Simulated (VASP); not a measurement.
Set up this calculation in VASP 6.6.1, as the native input.

```yaml
Task: relaxation of cell and atoms
Functional: PBEsol
Potentials_or_basis: VASP PAW PBE potentials, release 64 (Fe, S)
Cutoff: 600 eV
k_mesh: 6 × 4 × 8
Occupations: fermi-dirac, width 0.02 eV
Spin: no spin polarisation
Dipole_correction: no
Further_INCAR_settings: ALGO = Normal; EDIFF = 1e-07; IBRION = 2; EDIFFG = -0.005; NSW = 80; ISIF = 3
```

The structure of FeS2 lies in POSCAR:

```
FeS2
1.0
    4.4389627483      0.0000000000      0.0000000000
    0.0000000000      5.4095540197      0.0000000000
    0.0000000000      0.0000000000      3.3895163727
Fe S
2 4
Direct
    0.5000000000      0.5000000000      0.5000000000
    0.0000000000      0.0000000000      0.0000000000
    0.2937551954      0.8751795098      0.5000000000
    0.7062448046      0.1248204902      0.5000000000
    0.2062448046      0.3751795098      0.0000000000
    0.7937551954      0.6248204902      0.0000000000
```

One way to write it, as run:

INCAR

```
SYSTEM = FeS2
PREC = Accurate
ENCUT = 600
EDIFF = 1E-7
ISMEAR = -1
SIGMA = 0.02
LREAL = .False.
LASPH = .True.
NELM = 120
ALGO = Normal
ISIF = 3
LWAVE = .False.
LCHARG = .False.
GGA = PS
IBRION = 2
NSW = 80
EDIFFG = -0.005
GGA_COMPAT = .False.
NELMIN = 4
```

KPOINTS

```
Automatic mesh
0
Gamma
  6 4 8
  0 0 0
```

Potentials or basis: VASP PAW PBE potentials, release 64 (Fe, S).

Run with:

```console
$ cat potpaw_PBE.64/Fe/POTCAR potpaw_PBE.64/S/POTCAR > POTCAR
$ mpirun -np 1 vasp_std > vasp.out
```

It gave:

```
Relaxed volume                        : 13.02 Å³/atom
Relaxed cell                          : a = 4.371 Å, b = 5.339 Å, c = 3.347 Å, α = 90.00°, β = 90.00°, γ = 90.00°
Space group after relaxing (to 0.1 Å) : Pnnm (No. 58)
Energy gained by relaxing             : 11.7 meV/atom
Ionic steps                           : 8
Pressure after relaxing               : 0.0 GPa
Band gap on the k mesh                : 0.92 eV (least direct gap 1.27 eV)
```

Caveat: the PAW data sets were made with another functional, which shifts forces and pressure a little.

It took 5.7 min on 1 thread of Intel(R) Xeon(R) 6975P-C (Granite Rapids), on a shared host, peak memory 0.28 GiB.
